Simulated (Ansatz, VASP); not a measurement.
Given: the input of a run of VASP 6.6.1 on AlN.

Contents of POSCAR:

```
AlN
1.0
    0.0000000000      2.0345180000      2.0345180000
    2.0345180000      0.0000000000      2.0345180000
    2.0345180000      2.0345180000      0.0000000000
Al N
1 1
Direct
    0.5000000000      0.5000000000      0.5000000000
    0.0000000000      0.0000000000      0.0000000000
```

The input INCAR.step1:

```
ALGO     = Normal         # electronic algorithm
EDIFF    = 1E-5           # SCF threshold, eV
ENCUT    = 520            # plane-wave cutoff, eV
GGA      = PE             # functional
ISIF     = 2              # what is computed and relaxed
ISMEAR   = -1             # smearing method
LASPH    = True           # aspherical terms in the spheres
LCHARG   = False          # write CHGCAR
LREAL    = False          # projectors in reciprocal space
LWAVE    = True           # write WAVECAR
NBANDS   = 11             # bands
NELM     = 100            # most SCF steps
PREC     = Accurate       # precision mode
SIGMA    = 0.05           # smearing width, eV
```

File INCAR.step2:

```
ALGO     = Normal         # electronic algorithm
EDIFF    = 1E-6           # SCF threshold, eV
ENCUT    = 520            # plane-wave cutoff, eV
GGA      = PE             # functional
HFSCREEN = 0.2079         # screening, 1/A
ISIF     = 2              # what is computed and relaxed
ISMEAR   = -1             # smearing method
ISTART   = 1            
LASPH    = True           # aspherical terms in the spheres
LCHARG   = False          # write CHGCAR
LHFCALC  = True           # exact exchange
LREAL    = False          # projectors in reciprocal space
LWAVE    = False          # write WAVECAR
NBANDS   = 11             # bands
NELM     = 100            # most SCF steps
PREC     = Accurate       # precision mode
PRECFOCK = Normal       
SIGMA    = 0.05           # smearing width, eV
```

The input KPOINTS:

```
k-points
0
Gamma
  8 8 8
```

Potentials or basis: VASP PAW PBE potentials, release 64 (Al, N).

Run with:

```console
$ cat potpaw_PBE.64/Al/POTCAR potpaw_PBE.64/N/POTCAR > POTCAR
$ cp INCAR.step1 INCAR
$ mpirun -np 1 vasp_std > vasp.out
$ cp INCAR.step2 INCAR
$ mpirun -np 1 vasp_std > vasp.out
```

Problem. Translate it to Ansatz 0.2.0. Potentials there: all-electron PAW datasets made for the crystal.

Solution. As run (the cutoff follows the program's own potentials):

File input.yaml:

```yaml
crystal:
  lattice:
    - [0.0, 2.034518, 2.034518]
    - [2.034518, 0.0, 2.034518]
    - [2.034518, 2.034518, 0.0]
  atoms:
    - { symbol: Al, position: [0.5, 0.5, 0.5] }
    - { symbol: "N", position: [0.0, 0.0, 0.0] }
kpoints:
  mp_grid: { grid: [8, 8, 8] }
scf:
  occupations: { method: fermi_dirac, width: 0.05 }
hamiltonian:
  xc: hse06
  pseudopotentials: { kind: all_electron, datasets: crystal }
output:
  forces: true
  stress: true
```

Potentials or basis: all-electron PAW datasets made for the crystal.

Command:

```bash
$ ansatz run input.yaml --threads 1 --pin off --max-ram 3072MiB --backend cpu --events-out ev --progress --plain --runs-dir out
```

Both were run:

|  | VASP | Ansatz | Ansatz less VASP |
| --- | --- | --- | --- |
| gap on the k mesh at the Fermi level (eV) | 5.77 | 5.84 | +0.067 |
| least direct gap on the mesh (eV) | 6.90 | 6.92 | +0.025 |
| pressure (GPa) | -7.5 | -7.5 | +0.05 |

Ansatz ran all-electron here, and VASP with PAW potentials.
